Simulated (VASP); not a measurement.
# Ag (I4/mmm) in VASP: further runs

Ag is run at these levels: PBEsol; tasks: single point.

Everything below comes from runs of VASP 6.6.1. Logs are shortened: lines on timing, memory, paths and dates and some standing lists are left out, and cuts for length are marked.

### 1 The cell of the first run

The structure is tetragonal, space group I4/mmm (No. 139). The conventional cell has a = 3.477 Å, b = 3.477 Å, c = 3.146 Å, α = 90.00°, β = 90.00°, γ = 90.00°. Within 3.8 Å of Ag (site symmetry 4/mmm) lie 14 Ag at 2.92 to 3.48 Å.

### 2 Single point, PBEsol (strain +0.050 along x and y, -0.050 along z)

INCAR reads:

```
SYSTEM = Ag
  PREC = Accurate
  ENCUT = 520
  EDIFF = 1E-6
  ISMEAR = 0
  SIGMA = 0.15
  LREAL = .FALSE.
  LASPH = .TRUE.
  NELM = 60
  ALGO = Fast
  ISIF = 2
  LWAVE = .FALSE.
  LCHARG = .FALSE.
  GGA = PS
  NBANDS = 12
```

KPOINTS reads:

```
Automatic mesh
0
G
  20 20 20
  0 0 0
```

POSCAR reads:

```
Ag
1.0
   -1.7384367000      1.7384367000      1.5728713000
    1.7384367000     -1.7384367000      1.5728713000
    1.7384367000      1.7384367000     -1.5728713000
Ag
1
Direct
    0.0000000000      0.0000000000      0.0000000000
```

Potentials or basis: VASP PAW PBE potentials, release 64 (Ag).

On the command line:

```
$ cat potpaw_PBE.64/Ag/POTCAR > POTCAR
$ mpirun -np 1 vasp_std > vasp.out
```

OUTCAR:

```text
SYSTEM = Ag
   PREC = Accurate
   ENCUT = 520
   EDIFF = 1E-6
   ISMEAR = 0
   LREAL = .FALSE.
   LASPH = .TRUE.
   NELM = 60
   ISIF = 2
   GGA = PS

 ion  position               nearest neighbor table
   1  0.000  0.000  0.000-

  LATTYP: Found a body centered tetragonal cell.
 ALAT       =     3.4768734000
 C/A-ratio  =     0.9047619048

  Lattice vectors:

 A1 = (  -1.7384367000,   1.7384367000,   1.5728713000)
 A2 = (   1.7384367000,  -1.7384367000,   1.5728713000)
 A3 = (   1.7384367000,   1.7384367000,  -1.5728713000)

Analysis of symmetry for initial positions (statically):
=====================================================================
 Subroutine PRICEL returns:
 Original cell was already a primitive cell.

 Routine SETGRP: Setting up the symmetry group for a
 body centered tetragonal supercell.

 Subroutine GETGRP returns: Found 16 space group operations
 (whereof 16 operations were pure point group operations)
 out of a pool of 16 trial point group operations.

The static configuration has the point symmetry D_4h.

Analysis of symmetry for dynamics (positions and initial velocities):
=====================================================================
 Subroutine PRICEL returns:
 Original cell was already a primitive cell.

 Routine SETGRP: Setting up the symmetry group for a
 body centered tetragonal supercell.

 Subroutine GETGRP returns: Found 16 space group operations
 (whereof 16 operations were pure point group operations)
 out of a pool of 16 trial point group operations.

The dynamic configuration has the point symmetry D_4h.

 Subroutine INISYM returns: Found 16 space group operations
 (whereof 16 operations are pure point group operations),
 and found     1 'primitive' translations

----------------------------------------------------------------------------------------

                                     Primitive cell

  volume of cell :      19.0139

  direct lattice vectors                    reciprocal lattice vectors
    -1.738436700  1.738436700  1.572871300     0.000000000  0.287614729  0.317889963
     1.738436700 -1.738436700  1.572871300     0.287614729  0.000000000  0.317889963
     1.738436700  1.738436700 -1.572871300     0.287614729  0.287614729  0.000000000

  length of vectors
     2.918603852  2.918603852  2.918603852     0.428691335  0.428691335  0.406748650

  position of ions in fractional coordinates (direct lattice)
     0.000000000  0.000000000  0.000000000

  ion indices of the primitive-cell ions
   primitive index   ion index
                 1           1

----------------------------------------------------------------------------------------

 KPOINTS: Automatic mesh

Automatic generation of k-mesh.
 Grid dimensions read from file:
 generate k-points for:   20   20   20

 Generating k-lattice:

  Cartesian coordinates                     Fractional coordinates (reciprocal lattice)
     0.000000000  0.014380736  0.015894498     0.050000000 -0.000000000  0.000000000
     0.014380736  0.000000000  0.015894498    -0.000000000  0.050000000  0.000000000
     0.014380736  0.014380736  0.000000000     0.000000000  0.000000000  0.050000000

  Length of vectors
     0.021434567  0.021434567  0.020337433

  Shift w.r.t. Gamma in fractional coordinates (k-lattice)
     0.000000000  0.000000000  0.000000000

 Subroutine IBZKPT returns following result:
 ===========================================

 Found    641 irreducible k-points:

 Following reciprocal coordinates:
            Coordinates               Weight
  0.000000  0.000000  0.000000      1.000000
  0.050000  0.000000 -0.000000      8.000000
  0.100000  0.000000  0.000000      8.000000
  0.150000  0.000000 -0.000000      8.000000
  0.200000  0.000000  0.000000      8.000000
  0.250000  0.000000  0.000000      8.000000
[... 16 lines left out ...]
 -0.400000  0.050000  0.000000     16.000000
 -0.350000  0.050000  0.000000     16.000000
 [... further k-points ...]
   k-points           NKPTS =    641   k-points in BZ     NKDIM =    641   number of bands    NBANDS=     12
   number of dos      NEDOS =    301   number of ions     NIONS =      1
   total plane-waves  NPLWV =  13824
   dimension x,y,z NGX =    24 NGY =   24 NGZ =   24
   dimension x,y,z NGXF=    48 NGYF=   48 NGZF=   48
   ions per type =               1
   NGX,Y,Z   is equivalent  to a cutoff of  13.67, 13.67, 13.67 a.u.
   NGXF,Y,Z  is equivalent  to a cutoff of  27.34, 27.34, 27.34 a.u.
 SYSTEM =  Ag
   PREC   = accura    normal or accurate (medium, high low for compatibility)
   ISTART =      0    job   : 0-new  1-cont  2-samecut
   ICHARG =      2    charge: 1-file 2-atom 10-const
   ISPIN  =      1    spin polarized calculation?
   LNONCOLLINEAR =      F non collinear calculations
   LSORBIT =      F    spin-orbit coupling
   LASPH  =      T    aspherical Exc in radial PAW
   ENCUT  =  520.0 eV  38.22 Ry    6.18 a.u.   5.43  5.43  5.43*2*pi/ulx,y,z
   NELM   =     60;   NELMIN=  2; NELMDL= -5     # of ELM steps
   EDIFF  = 0.1E-05   stopping-criterion for ELM
   LREAL  =      F    real-space projection
   EDIFFG = 0.1E-04   stopping-criterion for IOM
   NSW    =      0    number of steps for IOM
   IBRION =     -1    ionic relax: 0-MD 1-quasi-New 2-CG
   NFREE  =      0    steps in history (QN), initial steepest desc. (CG)
   ISIF   =      2    stress and relaxation
   ISYM   =      2    0-nonsym 1-usesym 2-fastsym
   POTIM  = 0.5000    time-step for ionic-motion
   TEBEG  =    0.0;   TEEND  =   0.0 temperature during run
   PSTRESS=    0.0 pullay stress
   NELECT =      11.0000    total number of electrons
   NUPDOWN=      -1.0000    fix difference up-down
   EMIN   =  10.00;   EMAX   =-10.00  energy-range for DOS
   EFERMI =   0.00;   METHOD = LEGACY
   ISMEAR =     0;   SIGMA  =   0.15  broadening in eV -4-tet -1-fermi 0-gaus
   EFERMI_NEDOS =   21; number of points for ismear=-14 and -15
   IALGO  =     68    algorithm
   IMIX   =      4    mixing-type and parameters
     AMIX     =   0.40;   BMIX     =  1.00
     AMIX_MAG =   1.60;   BMIX_MAG =  1.00
  volume/ion in A,a.u.               =      19.01       128.31
  Fermi-wavevector in a.u.,A,eV,Ry     =   1.364108  2.577790 25.317592  1.860791
  Thomas-Fermi vector in A             =   2.490453
   LORBIT       =      0    0 simple, 1 ext, 2 COOP (PROOUT), +10 PAW based schemes
   GGA     = PS    functional components
   LHFCALC =     F    Hartree Fock is set to
   AEXX    =    0.0000 exact exchange contribution
   IVDW    =     0    specifies the selected vdW correction
   LEPSILON=     F    determine dielectric tensor
   LRPA    =     F    only Hartree local field effects (RPA)
 non-spin polarized calculation
 RMM-DIIS sequential band-by-band and
 Gauss-broadening in eV      SIGMA  =   0.15
  energy-cutoff  :      520.00
  volume of cell :       19.01
 maximum number of plane-waves:       530
 NGX is ok and might be reduce to    24
   NGX = 11   NGY = 11   NGZ = 11

 number of electron      11.0000002 magnetization

 Free energy of the ion-electron system (eV)
  ---------------------------------------------------
  ext. energy  EPLUGINS =         0.00000000
  ---------------------------------------------------
  free energy    TOTEN  =        -3.19300645 eV

  energy without entropy =       -3.18943165  energy(sigma->0) =       -3.19121905

 E-fermi :   6.8078     XC(G=0): -11.7715

 val. band max:        6.8077259160   @ k =   0.5000   0.3000   0.0000
 cond. band min:       6.8346058391   @ k =   0.5000   0.1000   0.0500
 fundamental gap:      0.0268799231
 Fermi energy:         6.8077736162

 k-point     1 :       0.0000    0.0000    0.0000
  band No.  band energies     occupation
      1      -0.2452      2.00000
      2       2.0585      2.00000
      3       2.4743      2.00000
      4       2.4743      2.00000
      5       3.1399      2.00000
      6       3.6091      2.00000
      7      23.6345      0.00000
      8      23.6345      0.00000
      9      25.5884      0.00000
     10      28.5383      0.00000
     11      28.5384      0.00000
     12      29.3501      0.00000

 k-point     2 :       0.0500    0.0000   -0.0000
  band No.  band energies     occupation
      1      -0.1658      2.00000
      2       2.0727      2.00000
      3       2.4726      2.00000
      4       2.4808      2.00000
      5       3.1464      2.00000
      6       3.5921      2.00000
      7      23.5640      0.00000
      8      23.6601      0.00000
      9      25.3089      0.00000
     10      27.8315      0.00000
     11      28.0490      0.00000
     12      28.9256      0.00000

 k-point     3 :       0.1000    0.0000    0.0000
  band No.  band energies     occupation
      1       0.0664      2.00000
      2       2.0892      2.00000
      3       2.4668      2.00000
      4       2.5265      2.00000
      5       3.1689      2.00000
      6       3.5479      2.00000
      7      23.2808      0.00000
      8      23.7219      0.00000
      9      24.3593      0.00000
     10      27.0177      0.00000
     11      27.0928      0.00000
     12      27.9787      0.00000
[... 286 lines left out ...]
 k-point    23 :      -0.4000    0.0500    0.0000
  band No.  band energies     occupation
      1       1.2156      2.00000
      2       1.6446      2.00000
      3       3.3765      2.00000
      4       3.5401      2.00000
      5       3.8000      2.00000
      6       5.0946      2.00000
      7      13.8826      0.00000
      8      19.3957      0.00000
      9      20.3515      0.00000
     10      25.0338      0.00000
     11      26.1942      0.00000
     12      31.0799      0.00000

 k-point    24 :      -0.3500    0.0500    0.0000
  band No.  band energies     occupation
      1       1.2889      2.00000
      2       1.7329      2.00000
      3       3.3340      2.00000
      4       3.3889      2.00000
      5       3.5120      2.00000
      6       4.1788      2.00000
      7      15.7458      0.00000
      8      19.8965      0.00000
      9      21.0984      0.00000
     10      24.9438      0.00000
     11      26.2844      0.00000
     12      30.7177      0.00000

 [... further k-points ...]

------------------------ aborting loop because EDIFF is reached ----------------------------------------

  FORCE on cell =-STRESS in cart. coord.  units (eV):
  Direction    XX          YY          ZZ          XY          YZ          ZX
  --------------------------------------------------------------------------------------
  -------------------------------------------------------------------------------------
  Total       -1.1876490     -1.1876490     -1.2210214      0.0000000     -0.0000000     -0.0000000
  in kB     -100.0754958   -100.0754958   -102.8875706      0.0000000     -0.0000000     -0.0000000
  external PRESSURE =    -101.0128540 kB  Pullay stress =       0.0000000 kB

 VOLUME and BASIS-vectors are now :
 -----------------------------------------------------------------------------
  energy-cutoff  :      520.00
  volume of cell :       19.01
      direct lattice vectors                 reciprocal lattice vectors
    -1.738436700  1.738436700  1.572871300     0.000000000  0.287614729  0.317889963
     1.738436700 -1.738436700  1.572871300     0.287614729  0.000000000  0.317889963
     1.738436700  1.738436700 -1.572871300     0.287614729  0.287614729  0.000000000

 POSITION                                       TOTAL-FORCE (eV/Angst)
 -----------------------------------------------------------------------------------
      0.00000      0.00000      0.00000         0.000000     -0.000000      0.000000
 -----------------------------------------------------------------------------------
    total drift:                                0.000000      0.000000      0.000000

  FREE ENERGIE OF THE ION-ELECTRON SYSTEM (eV)
  ---------------------------------------------------
  free  energy   TOTEN  =        -3.1930064462 eV

  energy  without entropy=       -3.1894316488  energy(sigma->0) =       -3.19121905
```

Run time: 33 s. Hardware: 1 thread of Intel Xeon 6975P-C (Granite Rapids), shared host; peak memory 0.25 GiB.

Results:

```
Free energy : -3.1930 eV
Pressure    : -10.1 GPa
```

Levels at points of the mesh, in eV from the Fermi level:
```tsv
k point	band 3	band 4	band 5	band 6	band 7	band 8	band 9	band 10
(0.00, 0.00, 0.00)	-4.33	-4.33	-3.67	-3.20	16.83	16.83	18.78	21.73
(0.50, 0.00, 0.00)	-3.46	-3.04	-2.56	0.35	3.91	12.40	12.83	18.18
(0.50, 0.50, 0.00)	-3.76	-3.41	-2.60	-0.21	2.94	14.06	15.04	19.85
(0.50, 0.50, 0.50)	-2.79	-2.79	-2.67	5.66	5.66	8.49	10.52	11.74
```

Caveat: the cell differs from its parent crystal (strain +0.050 along x and y, -0.050 along z); the PAW data sets were made with another functional, which shifts forces and pressure a little.

### 3 Single point, PBEsol (strain -0.025 along x and y, +0.050 along z)

INCAR reads:

```
SYSTEM = Ag
PREC = Accurate
ENCUT = 520
EDIFF = 1E-7
ISMEAR = 0
SIGMA = 0.15
LREAL = .FALSE.
LASPH = .TRUE.
NELM = 60
ALGO = Normal
ISIF = 2
LWAVE = .FALSE.
LCHARG = .FALSE.
GGA = PS
NBANDS = 12
```

KPOINTS reads:

```
regular mesh
0
G
  20 20 20
  0 0 0
```

POSCAR reads:

```
Ag
1.0
   -1.6142626500      1.6142626500      1.7384367000
    1.6142626500     -1.6142626500      1.7384367000
    1.6142626500      1.6142626500     -1.7384367000
Ag
1
Direct
    0.0000000000      0.0000000000      0.0000000000
```

Potentials or basis: VASP PAW PBE potentials, release 64 (Ag).

On the command line:

```
$ cat potpaw_PBE.64/Ag/POTCAR > POTCAR
$ mpirun -np 1 vasp_std > vasp.out
```

It took 31 s on 1 thread of Intel Xeon 6975P-C (Granite Rapids), shared host; peak memory 0.25 GiB.

Results (log left out):

```yaml
Free_energy: -3.2409 eV
Pressure: -7.3 GPa
```

Stress tensor (GPa, compression positive):
```
-7.69  0.00  0.00
 0.00 -7.69  0.00
 0.00  0.00 -6.54
```

Levels at points of the mesh, in eV from the Fermi level:
| k point | band 4 | band 5 | band 6 | band 7 | band 8 | band 9 |
| --- | --- | --- | --- | --- | --- | --- |
| (0.00, 0.00, 0.00) | -4.46 | -3.64 | -3.33 | 16.98 | 18.07 | 18.07 |
| (0.50, 0.00, 0.00) | -3.30 | -2.58 | -0.11 | 3.58 | 13.50 | 14.47 |
| (0.50, 0.50, 0.00) | -3.24 | -2.51 | 0.30 | 4.27 | 12.32 | 12.86 |
| (0.50, 0.50, 0.50) | -2.73 | -2.73 | 5.35 | 7.38 | 7.38 | 11.00 |

Caveat: the cell differs from its parent crystal (strain -0.025 along x and y, +0.050 along z); the PAW data sets were made with another functional, which shifts forces and pressure a little.
